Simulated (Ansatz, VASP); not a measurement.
# Na in VASP and in Ansatz

File INCAR:

```
ALGO = Normal
EDIFF = 1E-6
EDIFFG = -0.005
ENCUT = 600
GGA = PS
IBRION = 2
ISIF = 3
ISMEAR = -1
LASPH = True
LCHARG = False
LREAL = False
LWAVE = False
NELM = 80
NSW = 80
PREC = Accurate
SIGMA = 0.05
```

Contents of KPOINTS:

```
k-points
0
Gamma
  8 8 3
```

POSCAR

```
Na
1.0
    3.7003831212      0.0000000000      0.0000000000
   -1.8501915606      3.2046257867      0.0000000000
    0.0000000000      0.0000000000     12.5373215400
Na
4
Direct
    0.6666666667      0.3333333333      0.7500000000
    0.0000000000      0.0000000000      0.5000000000
    0.3333333333      0.6666666667      0.2500000000
    0.0000000000      0.0000000000      0.0000000000
```

File input.yaml:

```yaml
crystal:
  lattice:
    - [3.7003831212, 0.0, 0.0]
    - [-1.8501915606, 3.2046257867, 0.0]
    - [0.0, 0.0, 12.53732154]
  atoms:
    - { symbol: Na, position: [0.6666666667, 0.3333333333, 0.75] }
    - { symbol: Na, position: [0.0, 0.0, 0.5] }
    - { symbol: Na, position: [0.3333333333, 0.6666666667, 0.25] }
    - { symbol: Na, position: [0.0, 0.0, 0.0] }
kpoints:
  mp_grid: { grid: [8, 8, 3] }
scf:
  occupations: { method: fermi_dirac, width: 0.05 }
hamiltonian:
  xc: pbesol
  pseudopotentials: { kind: all_electron, lapw: { basis_error: 0.002 } }
output:
  forces: true
  stress: true
relax:
  f_tol: 0.005
  max_steps: 60
  cell: {}
```

Alike in both runs: task relaxation of cell and atoms; functional PBEsol; k mesh 8 × 8 × 3; occupations fermi-dirac, width 0.05 eV; no spin polarisation.

|  | VASP | Ansatz |
| --- | --- | --- |
| version | VASP 6.6.1 | Ansatz 0.2.0 |
| potentials or method | VASP PAW PBE potentials, release 64 (Na_pv), cutoff 600 eV | all-electron LAPW, scalar-relativistic |

VASP gave:

```
relaxed volume (Å³/atom)                                     : 36.26
relaxed cell length with the largest relative difference (Å) : 3.740
```

Q: Estimate Ansatz's values.

A: Relaxed volume (Å³/atom): 36.40; relaxed cell length with the largest relative difference (Å): 3.748.

VASP's potentials were made for PBE, not for PBEsol. Ansatz ran all-electron here, and VASP with PAW potentials.
